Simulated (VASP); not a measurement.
NiO, 4 atoms in the cell. The typed cell holds 4 atoms: a = 2.948 Å, b = 5.104 Å, c = 2.952 Å, α = 90.00°, β = 90.00°, γ = 54.82°. 

```yaml
Program: VASP 6.6.1
Task: single point
Functional: PBE
Potentials_or_basis: VASP PAW PBE potentials, release 64 (Ni, O)
Cutoff: 520 eV
k_mesh: 9 × 5 × 7
Occupations: gaussian, width 0.05 eV
Spin: collinear spin, antiferromagnetic start
Starting_moments: "[2.0, -2.0, 0.0, 0.0] μB"
Hubbard_terms: Ni d U = 6.2 eV
Dipole_correction: no
Further_INCAR_settings: ALGO = Normal; EDIFF = 1e-06; NBANDS = 28
```

Potentials or basis: VASP PAW PBE potentials, release 64 (Ni, O).

Command:

```console
$ cat potpaw_PBE.64/Ni/POTCAR potpaw_PBE.64/O/POTCAR > POTCAR
$ mpirun -np 1 vasp_std > vasp.out
```

Hardware: 1 thread of AMD EPYC 7R43 64-Core Processor (Zen 3) (shared host).

**Question.** How long does it take, and how much memory?

**Answer.** Run time: 7.4 min on 1 thread of AMD EPYC 7R43 64-Core Processor (Zen 3), with other jobs on the host, peak memory 0.22 GiB. Counts: scf iterations 15, k points 92.
